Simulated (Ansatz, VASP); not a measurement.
**One calculation of Fe, two programs**

```
Fe
1.0
    -1.41568    1.41568    1.41568
     1.41568   -1.41568    1.41568
     1.41568    1.41568   -1.41568
Fe
1
Direct
  0.00000 0.00000 0.00000
```

Alike in both runs: functional PBE; k mesh 21 × 21 × 21; occupations fermi-dirac, width 0.1 eV; collinear spin.

Ansatz relaxed the structure, and its values are those at the end. VASP's run is a single point on that final structure, the one shown.

```csv
,VASP,Ansatz
version,VASP 6.6.1,Ansatz 0.2.0
potentials or method,"VASP PAW PBE potentials, release 64 (Fe)","PAW with Ansatz's default frozen-core files, scalar-relativistic"
plane-wave cutoff (eV),520,420
valence electrons in the cell,8,16
```

|  | VASP | Ansatz | Ansatz less VASP |
| --- | --- | --- | --- |
| pressure (GPa) | -0.4 | 0.0 | +0.40 |
| net moment per atom (μB) | 2.17 | 2.15 | -0.018 |
| size of the moment on the site where the two differ most (μB) | 2.17 | 2.20 | +0.031 |

Site moments also hang on the region over which each program counts them. VASP's potentials hold 8 valence electrons a cell and Ansatz's 16, so a difference there can come from the potentials and not from the codes.
